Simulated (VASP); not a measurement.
# KF (R-3m) in VASP: a series of runs

KF is run at these levels: r2SCAN; tasks: single point.

Program: VASP 6.6.1. These are calculated values, not measurements. Logs are shortened: lines on timing, memory, paths and dates and some standing lists are left out, and cuts for length are marked.

**1. The cell of the first run**

The structure is trigonal, space group R-3m (No. 166). The conventional cell has a = 3.760 Å, b = 3.760 Å, c = 8.750 Å, α = 90.00°, β = 90.00°, γ = 120.00°. Within 3.5 Å of K (site symmetry -3m) lie 6 F at 2.62 Å. Within 3.5 Å of F (site symmetry -3m) lie 6 K at 2.62 Å.

**2. Single point, r2SCAN (strain along [111] -5.0%)**

POSCAR reads:

```
KF
1.0
   -0.0886320185      2.5703285369      2.5703285369
    2.5703285369     -0.0886320185      2.5703285369
    2.5703285369      2.5703285369     -0.0886320185
K F
1 1
Direct
    0.0000000000      0.0000000000      0.0000000000
    0.5000000000      0.5000000000      0.5000000000
```

INCAR.step1 reads:

```
SYSTEM = KF
PREC = Accurate ; ENCUT = 520
ISMEAR = 0 ; SIGMA = 0.01
LREAL = .False. ; LASPH = .True.
NELM = 100 ; NBANDS = 15
GGA = PE ; ALGO = Normal
EDIFF = 1E-4 ; LWAVE = .True.
LCHARG = .False.
```

INCAR.step2 reads:

```
SYSTEM = KF
PREC = Accurate ; ENCUT = 520
EDIFF = 1E-6 ; ISMEAR = 0
SIGMA = 0.01 ; LREAL = .False.
LASPH = .True. ; NELM = 100
ALGO = Normal ; ISIF = 2
LWAVE = .False. ; LCHARG = .True.
METAGGA = R2SCAN ; LMIXTAU = .True.
LELF = .True. ; LVHAR = .True.
NBANDS = 15 ; ISTART = 1
```

KPOINTS reads:

```
regular mesh
0
Gamma
  8 8 8
  0 0 0
```

Potentials or basis: VASP PAW PBE potentials, release 64 (K_sv, F).

Launch:

```
$ cat potpaw_PBE.64/K_sv/POTCAR potpaw_PBE.64/F/POTCAR > POTCAR
$ cp INCAR.step1 INCAR
$ mpirun -np 1 vasp_std > vasp.out
$ cp INCAR.step2 INCAR
$ mpirun -np 1 vasp_std > vasp.out
```

OUTCAR:

```text
SYSTEM = KF
   PREC = Accurate
   ENCUT = 520
   EDIFF = 1E-6
   ISMEAR = 0
   LREAL = .False.
   LASPH = .True.
   NELM = 100
   ISIF = 2
   METAGGA = R2SCAN
   ISTART = 1

 ion  position               nearest neighbor table
   1  0.000  0.000  0.000-   2 2.62   2 2.62   2 2.62   2 2.62   2 2.62   2 2.62
   2  0.500  0.500  0.500-   1 2.62   1 2.62   1 2.62   1 2.62   1 2.62   1 2.62

  LATTYP: Found a trigonal (rhomboedric) cell.
 ALAT       =     3.6360738730
 COS(alpha) =     0.4652406417

  Lattice vectors:

 A1 = (  -0.0886320185,   2.5703285369,   2.5703285369)
 A2 = (   2.5703285369,  -0.0886320185,   2.5703285369)
 A3 = (   2.5703285369,   2.5703285369,  -0.0886320185)

Analysis of symmetry for initial positions (statically):
=====================================================================
 Subroutine PRICEL returns:
 Original cell was already a primitive cell.

 Routine SETGRP: Setting up the symmetry group for a
 trigonal (rhombohedral) supercell.

 Subroutine GETGRP returns: Found 12 space group operations
 (whereof 12 operations were pure point group operations)
 out of a pool of 12 trial point group operations.

The static configuration has the point symmetry D_3d.

Analysis of symmetry for dynamics (positions and initial velocities):
=====================================================================
 Subroutine PRICEL returns:
 Original cell was already a primitive cell.

 Routine SETGRP: Setting up the symmetry group for a
 trigonal (rhombohedral) supercell.

 Subroutine GETGRP returns: Found 12 space group operations
 (whereof 12 operations were pure point group operations)
 out of a pool of 12 trial point group operations.

The dynamic configuration has the point symmetry D_3d.

 Subroutine INISYM returns: Found 12 space group operations
 (whereof 12 operations are pure point group operations),
 and found     1 'primitive' translations

----------------------------------------------------------------------------------------

                                     Primitive cell

  volume of cell :      35.7182

  direct lattice vectors                    reciprocal lattice vectors
    -0.088632019  2.570328537  2.570328537    -0.184744399  0.191342413  0.191342413
     2.570328537 -0.088632019  2.570328537     0.191342413 -0.184744399  0.191342413
     2.570328537  2.570328537 -0.088632019     0.191342413  0.191342413 -0.184744399

  length of vectors
     3.636073873  3.636073873  3.636073873     0.327649708  0.327649708  0.327649708

  position of ions in fractional coordinates (direct lattice)
     0.000000000  0.000000000  0.000000000
     0.500000000  0.500000000  0.500000000

  ion indices of the primitive-cell ions
   primitive index   ion index
                 1           1
                 2           2

----------------------------------------------------------------------------------------

 KPOINTS: regular mesh

Automatic generation of k-mesh.
 Grid dimensions read from file:
 generate k-points for:    8    8    8

 Generating k-lattice:

  Cartesian coordinates                     Fractional coordinates (reciprocal lattice)
    -0.023093050  0.023917802  0.023917802     0.125000000  0.000000000  0.000000000
     0.023917802 -0.023093050  0.023917802     0.000000000  0.125000000  0.000000000
     0.023917802  0.023917802 -0.023093050     0.000000000  0.000000000  0.125000000

  Length of vectors
     0.040956214  0.040956214  0.040956214

  Shift w.r.t. Gamma in fractional coordinates (k-lattice)
     0.000000000  0.000000000  0.000000000

 Subroutine IBZKPT returns following result:
 ===========================================

 Found     65 irreducible k-points:

 Following reciprocal coordinates:
            Coordinates               Weight
  0.000000  0.000000  0.000000      1.000000
  0.125000  0.000000  0.000000      6.000000
  0.250000  0.000000  0.000000      6.000000
  0.375000  0.000000 -0.000000      6.000000
  0.500000  0.000000  0.000000      3.000000
  0.125000  0.125000  0.000000      6.000000
[... 16 lines left out ...]
  0.250000  0.125000  0.125000      6.000000
  0.375000  0.125000  0.125000      6.000000
 [... further k-points ...]
   k-points           NKPTS =     65   k-points in BZ     NKDIM =     65   number of bands    NBANDS=     15
   number of dos      NEDOS =    301   number of ions     NIONS =      2
   total plane-waves  NPLWV =  21952
   dimension x,y,z NGX =    28 NGY =   28 NGZ =   28
   dimension x,y,z NGXF=    56 NGYF=   56 NGZF=   56
   ions per type =               1   1
   NGX,Y,Z   is equivalent  to a cutoff of  12.80, 12.80, 12.80 a.u.
   NGXF,Y,Z  is equivalent  to a cutoff of  25.60, 25.60, 25.60 a.u.
 SYSTEM =  KF
   PREC   = accura    normal or accurate (medium, high low for compatibility)
   ISTART =      1    job   : 0-new  1-cont  2-samecut
   ICHARG =      0    charge: 1-file 2-atom 10-const
   ISPIN  =      1    spin polarized calculation?
   LNONCOLLINEAR =      F non collinear calculations
   LSORBIT =      F    spin-orbit coupling
   LASPH  =      T    aspherical Exc in radial PAW
   ENCUT  =  520.0 eV  38.22 Ry    6.18 a.u.   6.76  6.76  6.76*2*pi/ulx,y,z
   NELM   =    100;   NELMIN=  2; NELMDL=  0     # of ELM steps
   EDIFF  = 0.1E-05   stopping-criterion for ELM
   LREAL  =      F    real-space projection
   EDIFFG = 0.1E-04   stopping-criterion for IOM
   NSW    =      0    number of steps for IOM
   IBRION =     -1    ionic relax: 0-MD 1-quasi-New 2-CG
   NFREE  =      0    steps in history (QN), initial steepest desc. (CG)
   ISIF   =      2    stress and relaxation
   ISYM   =      2    0-nonsym 1-usesym 2-fastsym
   POTIM  = 0.5000    time-step for ionic-motion
   TEBEG  =    0.0;   TEEND  =   0.0 temperature during run
   PSTRESS=    0.0 pullay stress
   NELECT =      16.0000    total number of electrons
   NUPDOWN=      -1.0000    fix difference up-down
   EMIN   =  10.00;   EMAX   =-10.00  energy-range for DOS
   EFERMI =   0.00;   METHOD = LEGACY
   ISMEAR =     0;   SIGMA  =   0.01  broadening in eV -4-tet -1-fermi 0-gaus
   EFERMI_NEDOS =   21; number of points for ismear=-14 and -15
   IALGO  =     38    algorithm
   IMIX   =      4    mixing-type and parameters
     AMIX     =   0.40;   BMIX     =  1.00
     AMIX_MAG =   1.60;   BMIX_MAG =  1.00
  volume/ion in A,a.u.               =      17.86       120.52
  Fermi-wavevector in a.u.,A,eV,Ry     =   1.252617  2.367103 21.348222  1.569050
  Thomas-Fermi vector in A             =   2.386509
   LORBIT       =      0    0 simple, 1 ext, 2 COOP (PROOUT), +10 PAW based schemes
   METAGGA = R2SCAN    functional components
   LHFCALC =     F    Hartree Fock is set to
   AEXX    =    0.0000 exact exchange contribution
   IVDW    =     0    specifies the selected vdW correction
   LEPSILON=     F    determine dielectric tensor
   LRPA    =     F    only Hartree local field effects (RPA)
 non-spin polarized calculation
 Gauss-broadening in eV      SIGMA  =   0.01
  energy-cutoff  :      520.00
  volume of cell :       35.72
 maximum number of plane-waves:       975
   NGX = 13   NGY = 13   NGZ = 13

 number of electron      16.0000009 magnetization

 Free energy of the ion-electron system (eV)
  ---------------------------------------------------
  ext. energy  EPLUGINS =         0.00000000
  ---------------------------------------------------
  free energy    TOTEN  =       -14.95494393 eV

  energy without entropy =      -14.95494393  energy(sigma->0) =      -14.95494393

 E-fermi :  -3.0216     XC(G=0):  -9.2349

 val. band max:       -3.1327318619   @ k =   0.0000   0.0000   0.0000
 cond. band min:       4.0265708190   @ k =   0.0000   0.0000   0.0000
 fundamental gap:      7.1593026809
 Fermi energy:        -3.0216242076

 k-point     1 :       0.0000    0.0000    0.0000
  band No.  band energies     occupation
      1     -30.1266      2.00000
      2     -22.9866      2.00000
      3     -12.5641      2.00000
      4     -12.5641      2.00000
      5     -12.5387      2.00000
      6      -3.1747      2.00000
      7      -3.1747      2.00000
      8      -3.1327      2.00000
      9       4.0266      0.00000
     10       8.2544      0.00000
     11       8.2544      0.00000
     12       8.8599      0.00000
     13      10.4334      0.00000
     14      10.4334      0.00000
     15      14.4899      0.00000

 k-point     2 :       0.1250    0.0000    0.0000
  band No.  band energies     occupation
      1     -30.1086      2.00000
      2     -23.0052      2.00000
      3     -12.6047      2.00000
      4     -12.5664      2.00000
      5     -12.5490      2.00000
      6      -3.3146      2.00000
      7      -3.2350      2.00000
      8      -3.1910      2.00000
      9       4.4719      0.00000
     10       8.0492      0.00000
     11       8.4657      0.00000
     12       9.0338      0.00000
     13      10.5988      0.00000
     14      10.6068      0.00000
     15      15.3078      0.00000

 k-point     3 :       0.2500    0.0000    0.0000
  band No.  band energies     occupation
      1     -30.0646      2.00000
      2     -23.0503      2.00000
      3     -12.7107      2.00000
      4     -12.5716      2.00000
      5     -12.5646      2.00000
      6      -3.6247      2.00000
      7      -3.3777      2.00000
      8      -3.3185      2.00000
      9       5.5638      0.00000
     10       7.7544      0.00000
     11       9.0014      0.00000
     12       9.5755      0.00000
     13      11.0888      0.00000
     14      11.1333      0.00000
     15      16.6244      0.00000
[... 343 lines left out ...]
 k-point    23 :       0.2500    0.1250    0.1250
  band No.  band energies     occupation
      1     -30.0777      2.00000
      2     -23.0257      2.00000
      3     -12.6615      2.00000
      4     -12.6305      2.00000
      5     -12.5543      2.00000
      6      -3.5266      2.00000
      7      -3.3742      2.00000
      8      -3.1941      2.00000
      9       5.1876      0.00000
     10       7.7959      0.00000
     11       8.7650      0.00000
     12       9.3522      0.00000
     13      10.8083      0.00000
     14      10.8206      0.00000
     15      16.5914      0.00000

 k-point    24 :       0.3750    0.1250    0.1250
  band No.  band energies     occupation
      1     -30.0342      2.00000
      2     -23.0649      2.00000
      3     -12.7727      2.00000
      4     -12.6756      2.00000
      5     -12.5599      2.00000
      6      -3.7725      2.00000
      7      -3.5075      2.00000
      8      -3.2594      2.00000
      9       6.2580      0.00000
     10       7.5280      0.00000
     11       9.3321      0.00000
     12       9.9596      0.00000
     13      11.2543      0.00000
     14      11.6418      0.00000
     15      16.7192      0.00000

 [... further k-points ...]
[... 5 lines left out ...]
  --------------------------------------------------------------------------------------
  -------------------------------------------------------------------------------------
  Total        0.4467558      0.4467558      0.4467558      0.0730379      0.0730379      0.0730379
  in kB       20.0397111     20.0397111     20.0397111      3.2761946      3.2761946      3.2761946
  external PRESSURE =      20.0397111 kB  Pullay stress =       0.0000000 kB

 VOLUME and BASIS-vectors are now :
 -----------------------------------------------------------------------------
  energy-cutoff  :      520.00
  volume of cell :       35.72
      direct lattice vectors                 reciprocal lattice vectors
    -0.088632019  2.570328537  2.570328537    -0.184744399  0.191342413  0.191342413
     2.570328537 -0.088632019  2.570328537     0.191342413 -0.184744399  0.191342413
     2.570328537  2.570328537 -0.088632019     0.191342413  0.191342413 -0.184744399

 POSITION                                       TOTAL-FORCE (eV/Angst)
 -----------------------------------------------------------------------------------
      0.00000      0.00000      0.00000         0.000000      0.000000      0.000000
      2.52601      2.52601      2.52601        -0.000000     -0.000000     -0.000000
 -----------------------------------------------------------------------------------
    total drift:                                0.000000      0.000000      0.000000

  FREE ENERGIE OF THE ION-ELECTRON SYSTEM (eV)
  ---------------------------------------------------
  free  energy   TOTEN  =       -14.9549439278 eV

  energy  without entropy=      -14.9549439278  energy(sigma->0) =      -14.95494393
```

Run time: 56 s. Hardware: 1 thread of Intel Xeon 6975P-C (Granite Rapids), shared host; peak memory 0.18 GiB.

What came out:

```yaml
Free_energy: -14.9549 eV
Pressure: 2.0 GPa
Band_gap_on_the_k_mesh: 7.16 eV, direct
```

Caveat: the cell differs from its parent crystal (strain along [111] -5.0%); the PAW data sets were made with another functional, which shifts forces and pressure a little.

(Part 1 of 2 ends here.)
